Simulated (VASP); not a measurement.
Here is a VASP 6.6.1 calculation.

File INCAR:

```
SYSTEM = MgO
PREC     = Accurate       ! precision mode
ENCUT    = 520            ! plane-wave cutoff, eV
EDIFF    = 1E-6           ! SCF threshold, eV
ISMEAR   = 0              ! smearing method
SIGMA    = 0.05           ! smearing width, eV
LREAL    = .FALSE.        ! projectors in reciprocal space
LASPH    = .TRUE.         ! aspherical terms in the spheres
NELM     = 80             ! most SCF steps
ALGO     = Normal         ! electronic algorithm
ISIF     = 2              ! what is computed and relaxed
LWAVE    = .FALSE.        ! write WAVECAR
LCHARG   = .FALSE.        ! write CHGCAR
GGA      = PS             ! functional
NBANDS   = 16             ! bands
```

File KPOINTS:

```
Automatic mesh
0
G
  9 9 6
  0 0 0
```

File POSCAR:

```
MgO
1.0
    3.3722815741      0.0000000000      0.0000000000
   -1.6861407870      2.9204815119      0.0000000000
    0.0000000000      0.0000000000      4.8166297723
Mg O
2 2
Direct
    0.3333333333      0.6666666667      0.0154725274
    0.6666666667      0.3333333333      0.5154725274
    0.3333333333      0.6666666667      0.4009416620
    0.6666666667      0.3333333333      0.9009416620
```

Potentials or basis: VASP PAW PBE potentials, release 64 (Mg, O).

The run is started by

```sh
$ cat potpaw_PBE.64/Mg/POTCAR potpaw_PBE.64/O/POTCAR > POTCAR
$ mpirun -np 1 vasp_std > vasp.out
```

Task: Predict the band gap on the k mesh.

Result: 3.34 eV, direct.

Task: Predict the largest force.

Result: 1.448 eV/Å.

Task: Estimate the pressure.

Result: 1.4 GPa.

Stress tensor (GPa, compression positive):
```
-5.85  0.00  0.00
 0.00 -5.85  0.00
 0.00  0.00 15.97
```

Caveat: the PAW data sets were made with another functional, which shifts forces and pressure a little. A k mesh can miss the band edges.
